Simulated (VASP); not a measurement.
Write the native input for VASP 6.6.1 that does the following.

- Task: single point
- Functional: LDA
- Potentials or basis: VASP PAW LDA potentials, release 64 (Rb_sv, Re_sv_GW, O)
- Cutoff: 700 eV
- k mesh: 4 × 4 × 4
- Occupations: gaussian, width 0.15 eV
- Spin: no spin polarisation
- Dipole correction: no
- Further INCAR settings: ALGO = Normal; EDIFF = 1e-06; NBANDS = 29

The structure of RbReO3 lies in POSCAR:

```
RbReO3
1.0
    3.9840620000      0.0000000000      0.0000000000
    0.0000000000      3.9840620000      0.0000000000
    0.0000000000      0.0000000000      3.9840620000
Rb Re O
1 1 3
Direct
    0.0000000000      0.0000000000      0.0000000000
    0.5000000000      0.5000000000      0.5000000000
    0.5000000000      0.5000000000      0.0000000000
    0.5000000000      0.0000000000      0.5000000000
    0.0000000000      0.5000000000      0.5000000000
```

The input as run:

INCAR

```
PREC = Accurate ; ENCUT = 700
EDIFF = 1E-6 ; ISMEAR = 0
SIGMA = 0.15 ; LREAL = F
LASPH = T ; NELM = 120
ALGO = Normal ; ISIF = 2
LWAVE = F ; LCHARG = F
NBANDS = 29 ; GGA_COMPAT = F
```

KPOINTS

```
Automatic mesh
0
Gamma
  4 4 4
```

Potentials or basis: VASP PAW LDA potentials, release 64 (Rb_sv, Re_sv_GW, O).

Run with:

```console
$ cat potpaw_LDA.64/Rb_sv/POTCAR potpaw_LDA.64/Re_sv_GW/POTCAR potpaw_LDA.64/O/POTCAR > POTCAR
$ mpirun -np 1 vasp_std > vasp.out
```

It gave:

The pressure is -13.8 GPa and the band gap on the k mesh is zero (bands 21 and 22 overlap by 4.12 eV).

Caveat: the k points lie up to 0.39 Å⁻¹ apart, too coarse for converged energies and pressures of a metal; spin-orbit coupling is left out, which moves the levels of the heavy elements.

Run time: 27 s on 1 thread of AMD EPYC 7R13 Processor (Zen 3) (shared host), peak memory 0.17 GiB.
